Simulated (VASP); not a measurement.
# CsLiCr2Te2S3 (Cm) in VASP: single point with PBE

Aim: the single point of CsLiCr2Te2S3 with PBE.

All numbers are computed with VASP 6.6.1; they aren't measurements. Logs are shortened: lines on timing, memory, paths and dates and some standing lists are left out, and cuts for length are marked.

### 1 The cell of the first run

Symmetry: Cm, No. 8, monoclinic system. The conventional cell has a = 6.843 Å, b = 10.361 Å, c = 7.978 Å, α = 90.00°, β = 111.21°, γ = 90.00°. Cs (site symmetry m) has 6 S at 3.58 to 4.55 Å and 2 Li at 4.01 to 4.44 Å and 6 Te at 4.15 to 4.36 Å and 6 Cr at 4.63 to 4.67 Å within 4.7 Å. Within 3.3 Å of Li (site symmetry m) lie 3 S at 2.42 to 2.56 Å and 2 Te at 3.02 Å and 4 Cr at 3.10 to 3.27 Å. Within 2.9 Å of Cr (site symmetry 1) lie 3 S at 2.20 to 2.25 Å and 1 Te at 2.51 Å. Within 3.3 Å of Te (site symmetry 1) lie 1 Cr at 2.51 Å and 1 Li at 3.02 Å and 1 Te at 3.20 Å. Within 3.0 Å of S (site symmetry 1) lie 2 Cr at 2.24 to 2.25 Å and 1 Li at 2.56 Å. S (site symmetry m) has 2 Cr at 2.20 Å and 1 Li at 2.42 Å within 2.9 Å.

### 2 Single point, PBE, collinear spin, ferromagnetic start

File INCAR:

```
ALGO = Normal ; EDIFF = 1E-6
ENCUT = 520 ; GGA = PE
ISIF = 2 ; ISMEAR = -1
ISPIN = 2 ; LASPH = True
LCHARG = False ; LMAXMIX = 4
LORBIT = 11 ; LREAL = False
LWAVE = False ; MAGMOM = 0 0 3 3 0 0 0 0 0
NBANDS = 47 ; NELM = 150
PREC = Accurate ; SIGMA = 0.05
```

File KPOINTS:

```
k-points
0
Gamma
  2 2 2
```

File POSCAR:

```
CsLiCr2Te2S3
1.0
    3.4216200000     -5.1806900000      0.0078400000
    3.4216200000      5.1806900000      0.0078400000
   -2.9041100000      0.0000000000      7.4309300000
Cs Li Cr Te S
1 1 2 2 3
Direct
    0.0937400000      0.0937400000      0.0085300000
    0.5887500000      0.5887500000      0.5533600000
    0.0564600000      0.4675500000      0.5579000000
    0.4675500000      0.0564600000      0.5579000000
    0.5648600000      0.8735700000      0.2903500000
    0.8735700000      0.5648600000      0.2903500000
    0.8115100000      0.3969700000      0.7334700000
    0.3969700000      0.8115100000      0.7334700000
    0.2140400000      0.2140400000      0.4837100000
```

Potentials or basis: VASP PAW PBE potentials, release 64 (Cs_sv, Li_sv, Cr_pv, Te, S).

The run is started by

```console
$ cat potpaw_PBE.64/Cs_sv/POTCAR potpaw_PBE.64/Li_sv/POTCAR potpaw_PBE.64/Cr_pv/POTCAR potpaw_PBE.64/Te/POTCAR potpaw_PBE.64/S/POTCAR > POTCAR
$ mpirun -np 1 vasp_std > vasp.out
```

OUTCAR:

```text
EDIFF = 1E-6
   ENCUT = 520
   GGA = PE
   ISIF = 2
   ISMEAR = -1
   ISPIN = 2
   LASPH = True
   LORBIT = 11
   LREAL = False
   NELM = 150
   PREC = Accurate

 ion  position               nearest neighbor table
   1  0.094  0.094  0.009-
   2  0.589  0.589  0.553-   9 2.42   8 2.56   7 2.56   6 3.02   5 3.02
   3  0.056  0.468  0.558-   9 2.20   7 2.24   8 2.25   6 2.51
   4  0.468  0.056  0.558-   9 2.20   8 2.24   7 2.25   5 2.51
   5  0.565  0.874  0.290-   4 2.51   2 3.02   6 3.20
   6  0.874  0.565  0.290-   3 2.51   2 3.02   5 3.20
   7  0.812  0.397  0.733-   3 2.24   4 2.25   2 2.56
   8  0.397  0.812  0.733-   4 2.24   3 2.25   2 2.56
   9  0.214  0.214  0.484-   3 2.20   4 2.20   2 2.42

  LATTYP: Found a base centered monoclinic cell.
 ALAT       =     6.8432579639
 B/A-ratio  =     1.5141004555
 C/A-ratio  =     1.1658564481
 COS(beta)  =    -0.3618680181

  Lattice vectors:

 A1 = (   3.4216200000,  -5.1806900000,   0.0078400000)
 A2 = (   3.4216200000,   5.1806900000,   0.0078400000)
 A3 = (  -2.9041100000,   0.0000000000,   7.4309300000)

Analysis of symmetry for initial positions (statically):
=====================================================================
 Subroutine PRICEL returns:
 Original cell was already a primitive cell.

 Routine SETGRP: Setting up the symmetry group for a
 base centered monoclinic supercell.

 Subroutine GETGRP returns: Found  2 space group operations
 (whereof  2 operations were pure point group operations)
 out of a pool of  4 trial point group operations.

The static configuration has the point symmetry C_1h.

Analysis of symmetry for dynamics (positions and initial velocities):
=====================================================================
 Subroutine PRICEL returns:
 Original cell was already a primitive cell.

 Routine SETGRP: Setting up the symmetry group for a
 base centered monoclinic supercell.

 Subroutine GETGRP returns: Found  2 space group operations
 (whereof  2 operations were pure point group operations)
 out of a pool of  4 trial point group operations.

The dynamic configuration has the point symmetry C_1h.

Analysis of structural, dynamic, and magnetic symmetry:
=====================================================================
 Subroutine PRICEL returns:
 Original cell was already a primitive cell.

 Routine SETGRP: Setting up the symmetry group for a
 base centered monoclinic supercell.

 Subroutine GETGRP returns: Found  2 space group operations
 (whereof  2 operations were pure point group operations)
 out of a pool of  4 trial point group operations.

The overall configuration has the point symmetry C_1h.

 Subroutine INISYM returns: Found  2 space group operations
 (whereof  2 operations are pure point group operations),
 and found     1 'primitive' translations

----------------------------------------------------------------------------------------

                                     Primitive cell

  volume of cell :     263.6825

  direct lattice vectors                    reciprocal lattice vectors
     3.421620000 -5.180690000  0.007840000     0.145998873 -0.096512241  0.057058374
     3.421620000  5.180690000  0.007840000     0.145998873  0.096512241  0.057058374
    -2.904110000  0.000000000  7.430930000    -0.000308072  0.000000000  0.134452259

  length of vectors
     6.208630587  6.208630587  7.978256423     0.184081345  0.184081345  0.134452612

  position of ions in fractional coordinates (direct lattice)
     0.093740000  0.093740000  0.008530000
     0.588750000  0.588750000  0.553360000
     0.056460000  0.467550000  0.557900000
     0.467550000  0.056460000  0.557900000
     0.564860000  0.873570000  0.290350000
     0.873570000  0.564860000  0.290350000
     0.811510000  0.396970000  0.733470000
     0.396970000  0.811510000  0.733470000
     0.214040000  0.214040000  0.483710000

  ion indices of the primitive-cell ions
[... 46 lines left out ...]
   number of dos      NEDOS =    301   number of ions     NIONS =      9
   total plane-waves  NPLWV = 138240
   dimension x,y,z NGX =    48 NGY =   48 NGZ =   60
   dimension x,y,z NGXF=    96 NGYF=   96 NGZF=  120
   ions per type =               1   1   2   2   3
   NGX,Y,Z   is equivalent  to a cutoff of  12.85, 12.85, 12.50 a.u.
   NGXF,Y,Z  is equivalent  to a cutoff of  25.71, 25.71, 25.00 a.u.
 SYSTEM =  unknown system
   PREC   = accura    normal or accurate (medium, high low for compatibility)
   ISTART =      0    job   : 0-new  1-cont  2-samecut
   ICHARG =      2    charge: 1-file 2-atom 10-const
   ISPIN  =      2    spin polarized calculation?
   LNONCOLLINEAR =      F non collinear calculations
   LSORBIT =      F    spin-orbit coupling
   LASPH  =      T    aspherical Exc in radial PAW
   ENCUT  =  520.0 eV  38.22 Ry    6.18 a.u.  11.54 11.54 14.83*2*pi/ulx,y,z
   NELM   =    150;   NELMIN=  2; NELMDL= -5     # of ELM steps
   EDIFF  = 0.1E-05   stopping-criterion for ELM
   LREAL  =      F    real-space projection
   EDIFFG = 0.1E-04   stopping-criterion for IOM
   NSW    =      0    number of steps for IOM
   IBRION =     -1    ionic relax: 0-MD 1-quasi-New 2-CG
   NFREE  =      0    steps in history (QN), initial steepest desc. (CG)
   ISIF   =      2    stress and relaxation
   ISYM   =      2    0-nonsym 1-usesym 2-fastsym
   POTIM  = 0.5000    time-step for ionic-motion
   TEBEG  =    0.0;   TEEND  =   0.0 temperature during run
   PSTRESS=    0.0 pullay stress
   NELECT =      66.0000    total number of electrons
   NUPDOWN=      -1.0000    fix difference up-down
   EMIN   =  10.00;   EMAX   =-10.00  energy-range for DOS
   EFERMI =   0.00;   METHOD = LEGACY
   ISMEAR =    -1;   SIGMA  =   0.05  broadening in eV -4-tet -1-fermi 0-gaus
   EFERMI_NEDOS =   21; number of points for ismear=-14 and -15
   IALGO  =     38    algorithm
   IMIX   =      4    mixing-type and parameters
     AMIX     =   0.40;   BMIX     =  1.00
     AMIX_MAG =   1.60;   BMIX_MAG =  1.00
  volume/ion in A,a.u.               =      29.30       197.71
  Fermi-wavevector in a.u.,A,eV,Ry     =   1.031721  1.949670 14.482705  1.064449
  Thomas-Fermi vector in A             =   2.165883
   LORBIT       =     11    0 simple, 1 ext, 2 COOP (PROOUT), +10 PAW based schemes
   GGA     = PE    functional components
   LHFCALC =     F    Hartree Fock is set to
   AEXX    =    0.0000 exact exchange contribution
   IVDW    =     0    specifies the selected vdW correction
   LEPSILON=     F    determine dielectric tensor
   LRPA    =     F    only Hartree local field effects (RPA)
 spin polarized calculation
  energy-cutoff  :      520.00
  volume of cell :      263.68
 maximum number of plane-waves:      7130
 NGX is ok and might be reduce to    48
   NGX = 23   NGY = 23   NGZ = 29

 number of electron      66.0000014 magnetization       4.0192293

 Free energy of the ion-electron system (eV)
  ---------------------------------------------------
  ext. energy  EPLUGINS =         0.00000000
  ---------------------------------------------------
  free energy    TOTEN  =       -45.78778556 eV

  energy without entropy =      -45.76074633  energy(sigma->0) =      -45.77426595

 E-fermi :   3.1490     XC(G=0):  -8.3075

 val. band max:        3.1238651865   @ k =   0.5000   0.0000   0.0000
 cond. band min:       3.2067404977   @ k =   0.5000   0.5000   0.5000
 fundamental gap:      0.0828753112
 Fermi energy:         3.1490375501

 spin component 1

 k-point     1 :       0.0000    0.0000    0.0000
  band No.  band energies     occupation
      1     -42.8778      1.00000
      2     -41.2198      1.00000
      3     -41.2134      1.00000
      4     -41.1776      1.00000
      5     -41.1712      1.00000
      6     -41.0894      1.00000
[... 277 lines left out ...]
     44       7.7629      0.00000
     45       8.3025      0.00000
 Fermi energy:         3.1490375501

 spin component 2

 k-point     1 :       0.0000    0.0000    0.0000
  band No.  band energies     occupation
      1     -42.8763      1.00000
      2     -38.8415      1.00000
      3     -38.8394      1.00000
      4     -38.8176      1.00000
      5     -38.8163      1.00000
      6     -38.7983      1.00000
[... 277 lines left out ...]
     44       7.8281      0.00000
     45       8.3466      0.00000
 [bands above 45 left out]

------------------------ aborting loop because EDIFF is reached ----------------------------------------

  FORCE on cell =-STRESS in cart. coord.  units (eV):
  Direction    XX          YY          ZZ          XY          YZ          ZX
  --------------------------------------------------------------------------------------
  -------------------------------------------------------------------------------------
  Total        0.1498380      0.2450124      0.1887910      0.0000000      0.0000000     -0.0785160
  in kB        0.9104400      1.4887348      1.1471246      0.0000000      0.0000000     -0.4770760
  external PRESSURE =       1.1820998 kB  Pullay stress =       0.0000000 kB

 VOLUME and BASIS-vectors are now :
 -----------------------------------------------------------------------------
  energy-cutoff  :      520.00
  volume of cell :      263.68
      direct lattice vectors                 reciprocal lattice vectors
     3.421620000 -5.180690000  0.007840000     0.145998873 -0.096512241  0.057058374
     3.421620000  5.180690000  0.007840000     0.145998873  0.096512241  0.057058374
    -2.904110000  0.000000000  7.430930000    -0.000308072  0.000000000  0.134452259

 POSITION                                       TOTAL-FORCE (eV/Angst)
 -----------------------------------------------------------------------------------
      0.61671      0.00000      0.06486        -0.000058     -0.000000     -0.026052
      2.42194      0.00000      4.12121        -0.002321     -0.000000      0.012826
      0.17276      2.12973      4.14982        -0.027557     -0.014938     -0.156784
      0.17276     -2.12973      4.14982        -0.027557      0.014938     -0.156784
      4.07855      1.59933      2.16885         0.012737      0.120244      0.021775
      4.07855     -1.59933      2.16885         0.012737     -0.120244      0.021775
      2.00488     -2.14760      5.45984         0.004512      0.022644      0.109003
      2.00488      2.14760      5.45984         0.004512     -0.022644      0.109003
      0.05998      0.00000      3.59777         0.022993     -0.000000      0.065239
 -----------------------------------------------------------------------------------
    total drift:                                0.000134      0.000000     -0.000234

  FREE ENERGIE OF THE ION-ELECTRON SYSTEM (eV)
  ---------------------------------------------------
  free  energy   TOTEN  =       -45.7877855638 eV

  energy  without entropy=      -45.7607463308  energy(sigma->0) =      -45.77426595

 total charge

# of ion       s       p       d       tot
------------------------------------------
    1        1.831   4.704   0.024   6.559
    2        2.014   0.048   0.000   2.061
    3        0.334   6.281   4.175  10.790
    4        0.334   6.281   4.175  10.790
    5        1.391   1.960   0.026   3.378
    6        1.391   1.960   0.026   3.378
    7        1.340   2.393   0.000   3.733
    8        1.340   2.393   0.000   3.733
    9        1.342   2.414   0.000   3.756
--------------------------------------------------
tot         11.318  28.433   8.427  48.178

 magnetization (x)

# of ion       s       p       d       tot
------------------------------------------
    1       -0.000  -0.002   0.000  -0.002
    2        0.001  -0.000   0.000   0.000
    3        0.028   0.022   2.262   2.312
    4        0.028   0.022   2.262   2.312
    5       -0.008  -0.207   0.003  -0.212
    6       -0.008  -0.207   0.003  -0.212
    7       -0.003  -0.076   0.000  -0.079
    8       -0.003  -0.076   0.000  -0.079
    9        0.002  -0.091   0.000  -0.089
--------------------------------------------------
tot          0.037  -0.615   4.529   3.951
```

Run time: 4.2 min. Hardware: 1 thread of Intel Xeon Platinum 8259CL at 2.50GHz (Skylake/Cascade Lake), shared host; peak memory 0.53 GiB.

What came out:

| Item | Value |
| --- | --- |
| Free energy | -45.7878 eV |
| Largest force | 0.160 eV/Å |
| Band gap on the k mesh | zero (filled and empty bands overlap) |
| Net moment | 4.02 μB per cell |
| Site moments | Cs -0.00; Li +0.00; Cr +2.31; Te -0.21; S -0.08, -0.09 (each value once) μB |
| Valence electrons inside the program's atomic spheres | Cs 6.56; Li 2.06; Cr 10.79; Te 3.38; S 3.73, 3.76 (each value once) |

Forces in eV/Å, atoms in the order of the input:
```
Cs   0.000  0.000 -0.026
Li  -0.002  0.000  0.013
Cr  -0.028 -0.015 -0.157
Cr  -0.028  0.015 -0.157
Te   0.013  0.120  0.022
Te   0.013 -0.120  0.022
S    0.005  0.023  0.109
S    0.005 -0.023  0.109
S    0.023  0.000  0.065
```

Caveat: the k points lie up to 0.58 Å⁻¹ apart; the cutoff is under 1.25 times the usual one of these potentials, so pressure, stress and relaxed cells hold a basis-set (Pulay) error; spin-orbit coupling is left out, which moves the levels of the heavy elements; only a ferromagnetic start was run, and an antiferromagnetic order may lie lower in energy.
